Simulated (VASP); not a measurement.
Runs of VASP 6.6.1 on WS2. The structure is that of space group R3m (No. 160), or close to it. The cells are those of the table. 

```tsv
cell	gap on the mesh (eV)	pressure (GPa)	largest force (eV/Å)
a = 6.235 Å, angles 28.4°, 3 atoms	0.89	(b)	2.17
a = 6.412 Å, angles 27.6°, 3 atoms	1.04	10.8	1.06
a = 6.323 Å, angles 28.0°, 3 atoms	(d)	14.4	1.60
a = 6.501 Å, angles 27.3°, 3 atoms	(a)	(c)	0.67
a = 6.242 Å, angles 28.9°, 3 atoms	0.88	11.3	1.68
a = 6.590 Å, angles 26.9°, 3 atoms	1.18	4.6	0.64
```

Alike in all rows: task single point; level PBEsol; potentials or basis VASP PAW PBE potentials, release 64 (W_sv, S); no spin polarisation; k mesh 12 × 12 × 12; cutoff (eV) 520; smearing gaussian 0.05 eV.

Fill in the values left out.

(a) 1.11; (b) 18.2; (c) 7.6; (d) 0.97.

Caveats: the cell stands under pressure; the PAW data sets were made with another functional, which shifts forces and pressure a little; spin-orbit coupling is left out, which moves the levels of the heavy elements.

A k mesh can miss the band edges, and the runs leave out spin-orbit coupling on W.
